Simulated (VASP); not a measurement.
# Hf3ZrS8 (P-3m1) in VASP: single point with PBE

Aim: the single point of Hf3ZrS8 with PBE.

All numbers are computed with VASP 6.6.1; they aren't measurements. Logs are shortened: lines on timing, memory, paths and dates and some standing lists are left out, and cuts for length are marked.

**1. The cell of the first run**

The structure is trigonal, space group P-3m1 (No. 164). Conventional cell: a = 7.319 Å, b = 7.319 Å, c = 6.819 Å, α = 90.00°, β = 90.00°, γ = 120.00°. Zr (site symmetry -3m) has 6 S at 2.57 Å within 3.4 Å. Hf (site symmetry 2/m) has 6 S at 2.56 Å within 3.4 Å. Within 3.4 Å of S (site symmetry m) lie 2 Hf at 2.56 Å and 1 Zr at 2.57 Å. S (site symmetry 3m) has 3 Hf at 2.56 Å within 3.4 Å.

**2. Single point, PBE**

The input, INCAR:

```
SYSTEM = Hf3ZrS8
PREC     = Accurate       ! precision mode
ENCUT    = 520            ! plane-wave cutoff, eV
EDIFF    = 1E-6           ! SCF threshold, eV
ISMEAR   = 0              ! smearing method
SIGMA    = 0.02           ! smearing width, eV
LREAL    = .FALSE.        ! projectors in reciprocal space
LASPH    = .TRUE.         ! aspherical terms in the spheres
NELM     = 100            ! most SCF steps
ALGO     = Normal         ! electronic algorithm
ISIF     = 2              ! what is computed and relaxed
LWAVE    = .FALSE.        ! write WAVECAR
LCHARG   = .FALSE.        ! write CHGCAR
GGA      = PE             ! functional
NBANDS   = 57             ! bands
```

The input, KPOINTS:

```
Automatic mesh
0
G
  6 6 4
  0 0 0
```

The input, POSCAR:

```
Hf3ZrS8
1.0
    7.3188874242      0.0000000000      0.0000000000
   -3.6594437121      6.3383424368      0.0000000000
    0.0000000000      0.0000000000      6.8187485473
Zr Hf S
1 3 8
Direct
    0.0000000000      0.0000000000      0.0000000000
    0.0000000000      0.5000000000      0.0000000000
    0.5000000000      0.0000000000      0.0000000000
    0.5000000000      0.5000000000      0.0000000000
    0.3355552987      0.1677776493      0.7877075772
    0.3333333333      0.6666666667      0.7881415891
    0.8322223507      0.1677776493      0.7877075772
    0.8322223507      0.6644447013      0.7877075772
    0.1677776493      0.3355552987      0.2122924228
    0.1677776493      0.8322223507      0.2122924228
    0.6666666667      0.3333333333      0.2118584109
    0.6644447013      0.8322223507      0.2122924228
```

Potentials or basis: VASP PAW PBE potentials, release 64 (Zr_sv, Hf_pv, S).

Started as:

```console
cat potpaw_PBE.64/Zr_sv/POTCAR potpaw_PBE.64/Hf_pv/POTCAR potpaw_PBE.64/S/POTCAR > POTCAR
mpirun -np 1 vasp_std > vasp.out
```

OUTCAR:

```text
SYSTEM = Hf3ZrS8
   PREC = Accurate
   ENCUT = 520
   EDIFF = 1E-6
   ISMEAR = 0
   LREAL = .FALSE.
   LASPH = .TRUE.
   NELM = 100
   ISIF = 2
   GGA = PE

 ion  position               nearest neighbor table
   1  0.000  0.000  0.000-   7 2.57  10 2.57   5 2.57  12 2.57   8 2.57   9 2.57   3 3.66   3 3.66
                             4 3.66   2 3.66   2 3.66   4 3.66
   2  0.000  0.500  0.000-   8 2.56   9 2.56   7 2.56  10 2.56   6 2.56  11 2.56   4 3.66   4 3.66
                             1 3.66   1 3.66   3 3.66   3 3.66
   3  0.500  0.000  0.000-   5 2.56  12 2.56  10 2.56   7 2.56  11 2.56   6 2.56   1 3.66   1 3.66
                             4 3.66   4 3.66   2 3.66   2 3.66
   4  0.500  0.500  0.000-   8 2.56   9 2.56   5 2.56  12 2.56  11 2.56   6 2.56   2 3.66   2 3.66
                             3 3.66   3 3.66   1 3.66   1 3.66
   5  0.336  0.168  0.788-   3 2.56   4 2.56   1 2.57
   6  0.333  0.667  0.788-   2 2.56   3 2.56   4 2.56
   7  0.832  0.168  0.788-   3 2.56   2 2.56   1 2.57
   8  0.832  0.664  0.788-   2 2.56   4 2.56   1 2.57
   9  0.168  0.336  0.212-   2 2.56   4 2.56   1 2.57
  10  0.168  0.832  0.212-   3 2.56   2 2.56   1 2.57
  11  0.667  0.333  0.212-   2 2.56   3 2.56   4 2.56
  12  0.664  0.832  0.212-   3 2.56   4 2.56   1 2.57

  LATTYP: Found a hexagonal cell.
 ALAT       =     7.3188874242
 C/A-ratio  =     0.9316646304

  Lattice vectors:

 A1 = (   7.3188874242,   0.0000000000,   0.0000000000)
 A2 = (  -3.6594437121,   6.3383424368,   0.0000000000)
 A3 = (   0.0000000000,   0.0000000000,   6.8187485473)

Analysis of symmetry for initial positions (statically):
=====================================================================
 Subroutine PRICEL returns:
 Original cell was already a primitive cell.

 Routine SETGRP: Setting up the symmetry group for a
 hexagonal supercell.

 Subroutine GETGRP returns: Found 12 space group operations
 (whereof 12 operations were pure point group operations)
 out of a pool of 24 trial point group operations.

The static configuration has the point symmetry D_3d.

Analysis of symmetry for dynamics (positions and initial velocities):
=====================================================================
 Subroutine PRICEL returns:
 Original cell was already a primitive cell.

 Routine SETGRP: Setting up the symmetry group for a
 hexagonal supercell.

 Subroutine GETGRP returns: Found 12 space group operations
 (whereof 12 operations were pure point group operations)
 out of a pool of 24 trial point group operations.

The dynamic configuration has the point symmetry D_3d.

[... 131 lines left out ...]
   EFERMI =   0.00;   METHOD = LEGACY
   ISMEAR =     0;   SIGMA  =   0.02  broadening in eV -4-tet -1-fermi 0-gaus
   EFERMI_NEDOS =   21; number of points for ismear=-14 and -15
   IALGO  =     38    algorithm
   IMIX   =      4    mixing-type and parameters
     AMIX     =   0.40;   BMIX     =  1.00
     AMIX_MAG =   1.60;   BMIX_MAG =  1.00
  volume/ion in A,a.u.               =      26.36       177.89
  Fermi-wavevector in a.u.,A,eV,Ry     =   1.076747  2.034758 15.774392  1.159385
  Thomas-Fermi vector in A             =   2.212640
   LORBIT       =      0    0 simple, 1 ext, 2 COOP (PROOUT), +10 PAW based schemes
   GGA     = PE    functional components
   LHFCALC =     F    Hartree Fock is set to
   AEXX    =    0.0000 exact exchange contribution
   IVDW    =     0    specifies the selected vdW correction
   LEPSILON=     F    determine dielectric tensor
   LRPA    =     F    only Hartree local field effects (RPA)
 non-spin polarized calculation
 Gauss-broadening in eV      SIGMA  =   0.02
  energy-cutoff  :      520.00
  volume of cell :      316.32
 maximum number of plane-waves:      8553
   NGX = 27   NGY = 27   NGZ = 25

 number of electron      89.9999998 magnetization

 Free energy of the ion-electron system (eV)
  ---------------------------------------------------
  ext. energy  EPLUGINS =         0.00000000
  ---------------------------------------------------
  free energy    TOTEN  =       -90.23240886 eV

  energy without entropy =      -90.23240886  energy(sigma->0) =      -90.23240886

 E-fermi :   2.2254     XC(G=0):  -8.6392

 val. band max:        2.0192825855   @ k =   0.0000   0.0000   0.0000
 cond. band min:       3.2114373851   @ k =   0.0000   0.0000   0.5000
 fundamental gap:      1.1921547996
 Fermi energy:         2.2253764404

 k-point     1 :       0.0000    0.0000    0.0000
  band No.  band energies     occupation
      1     -46.9167      2.00000
      2     -28.7116      2.00000
      3     -28.6598      2.00000
      4     -28.6598      2.00000
      5     -28.6365      2.00000
      6     -28.6113      2.00000
[... 1429 lines left out ...]
     56       6.0894      0.00000
     57       6.0894      0.00000

------------------------ aborting loop because EDIFF is reached ----------------------------------------

  FORCE on cell =-STRESS in cart. coord.  units (eV):
  Direction    XX          YY          ZZ          XY          YZ          ZX
  --------------------------------------------------------------------------------------
  -------------------------------------------------------------------------------------
  Total       -0.7387732     -0.7387732     -0.5445194      0.0000000     -0.0000000      0.0000000
  in kB       -3.7419352     -3.7419352     -2.7580269      0.0000000     -0.0000000      0.0000000
  external PRESSURE =      -3.4139658 kB  Pullay stress =       0.0000000 kB

 VOLUME and BASIS-vectors are now :
 -----------------------------------------------------------------------------
  energy-cutoff  :      520.00
  volume of cell :      316.32
      direct lattice vectors                 reciprocal lattice vectors
     7.318887424  0.000000000  0.000000000     0.136632789  0.078884977  0.000000000
    -3.659443712  6.338342437  0.000000000     0.000000000  0.157769955  0.000000000
     0.000000000  0.000000000  6.818748547     0.000000000  0.000000000  0.146654477

 POSITION                                       TOTAL-FORCE (eV/Angst)
 -----------------------------------------------------------------------------------
      0.00000      0.00000      0.00000        -0.000000      0.000000     -0.000000
     -1.82972      3.16917      0.00000        -0.000000      0.000000     -0.000000
      3.65944      0.00000      0.00000        -0.000000      0.000000     -0.000000
      1.82972      3.16917      0.00000        -0.000000      0.000000     -0.000000
      1.84192      1.06343      5.37118         0.030654      0.017698      0.036406
     -0.00000      4.22556      5.37414        -0.000000      0.000000      0.060717
      5.47697      1.06343      5.37118        -0.030654      0.017698      0.036406
      3.65944      4.21148      5.37118        -0.000000     -0.035397      0.036406
     -0.00000      2.12686      1.44757        -0.000000      0.035397     -0.036406
     -1.81753      5.27491      1.44757         0.030654     -0.017698     -0.036406
      3.65944      2.11278      1.44461        -0.000000     -0.000000     -0.060717
      1.81753      5.27491      1.44757        -0.030654     -0.017698     -0.036406
 -----------------------------------------------------------------------------------
    total drift:                               -0.000000     -0.000000      0.000000

  FREE ENERGIE OF THE ION-ELECTRON SYSTEM (eV)
  ---------------------------------------------------
  free  energy   TOTEN  =       -90.2324088627 eV

  energy  without entropy=      -90.2324088627  energy(sigma->0) =      -90.23240886
```

OSZICAR:

```text
N       E                     dE             d eps       ncg     rms          rms(c)
DAV:   1     0.609646416022E+03    0.60965E+03   -0.43131E+04  2832   0.141E+03
DAV:   2    -0.429477913822E+02   -0.65259E+03   -0.63317E+03  3387   0.329E+02
DAV:   3    -0.958555831180E+02   -0.52908E+02   -0.52323E+02  3688   0.787E+01
DAV:   4    -0.980426359149E+02   -0.21871E+01   -0.21828E+01  4552   0.156E+01
DAV:   5    -0.980958299025E+02   -0.53194E-01   -0.53184E-01  3856   0.198E+00    0.843E+01
DAV:   6    -0.905163737985E+02    0.75795E+01   -0.23642E+01  3072   0.144E+01    0.592E+01
DAV:   7    -0.903594540097E+02    0.15692E+00   -0.68116E+00  3919   0.863E+00    0.141E+01
DAV:   8    -0.902520472930E+02    0.10741E+00   -0.89174E-01  3182   0.328E+00    0.280E+00
DAV:   9    -0.902327511863E+02    0.19296E-01   -0.12019E-01  3623   0.126E+00    0.137E+00
DAV:  10    -0.902321843727E+02    0.56681E-03   -0.19414E-02  3311   0.415E-01    0.676E-01
DAV:  11    -0.902323257448E+02   -0.14137E-03   -0.15178E-03  3807   0.134E-01    0.227E-01
DAV:  12    -0.902323849736E+02   -0.59229E-04   -0.25298E-04  3612   0.559E-02    0.115E-01
DAV:  13    -0.902324060408E+02   -0.21067E-04   -0.13288E-04  4014   0.405E-02    0.191E-02
DAV:  14    -0.902324085795E+02   -0.25387E-05   -0.10424E-05  3344   0.120E-02    0.299E-02
DAV:  15    -0.902324088627E+02   -0.28320E-06   -0.19921E-06  2500   0.533E-03
   1 F= -.90232409E+02 E0= -.90232409E+02  d E =-.119905E-49
```

It took 18 min on 1 thread of Intel Xeon 8259CL, shared host; peak memory 0.61 GiB.

Results:

```yaml
Free_energy: -90.2324 eV
Pressure: -0.3 GPa
Largest_force: 0.061 eV/Å
Band_gap_on_the_k_mesh: 1.19 eV (least direct gap 1.21 eV)
```

Forces in eV/Å, atoms in the order of the input:
```
Zr   0.000  0.000  0.000
Hf   0.000  0.000  0.000
Hf   0.000  0.000  0.000
Hf   0.000  0.000  0.000
S    0.031  0.018  0.036
S    0.000  0.000  0.061
S   -0.031  0.018  0.036
S    0.000 -0.035  0.036
S    0.000  0.035 -0.036
S    0.031 -0.018 -0.036
S    0.000  0.000 -0.061
S   -0.031 -0.018 -0.036
```

Levels at points of the mesh, in eV from the valence-band top:
```csv
k point,band 41,band 42,band 43,band 44,band 45,band 46,band 47,band 48,band 49,band 50
"(0.00, 0.00, 0.00)",-1.02,-1.02,-0.45,0.00,0.00,1.28,1.28,1.36,1.99,1.99
"(0.50, 0.00, 0.00)",-1.10,-0.89,-0.86,-0.39,-0.38,1.59,1.76,2.37,2.65,2.82
"(0.00, 0.00, 0.50)",-1.03,-0.97,-0.97,-0.02,-0.02,1.19,1.19,1.25,1.98,1.98
"(0.50, 0.00, 0.50)",-1.12,-0.88,-0.86,-0.60,-0.57,1.54,1.70,2.40,2.67,2.69
```

Caveat: spin-orbit coupling is left out, which moves the levels of the heavy elements; this functional lacks dispersion, which binds layers or chains, so the pressure and a relaxed spacing across them are unreliable. A k mesh can miss the band edges.
